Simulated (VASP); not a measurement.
The system is BAs.

```
B As
1.0
     0.00000    2.39187    2.39187
     2.39187    0.00000    2.39187
     2.39187    2.39187    0.00000
B As
1 1
Direct
  0.00000 0.00000 0.00000
  0.25000 0.25000 0.25000
```

Base run:

| Quantity | Value |
| --- | --- |
| Program | VASP 6.6.1 |
| Functional | HSE06 |
| Potentials or basis | VASP PAW PBE potentials, release 64 (B, As) |
| Cutoff | 520 eV |
| k mesh | 6 × 6 × 6 |
| Occupations | gaussian, width 0.01 eV |
| Spin | no spin polarisation |

Its results: band gap on the k mesh 1.95 eV, indirect (least direct gap 4.11 eV); pressure -1.2 GPa.

The run is repeated on the same cell with these changes: functional from HSE06 to PBE; cutoff from 520 eV to 500 eV. What comes out?

Band gap on the k mesh 1.28 eV, indirect (least direct gap 3.27 eV); pressure 2.9 GPa.

HSE06 gives the wider gap, since exact exchange removes part of the self-interaction.

Caveats: the PAW data sets were made with another functional, which shifts forces and pressure a little (some runs).

A k mesh can miss the band edges.
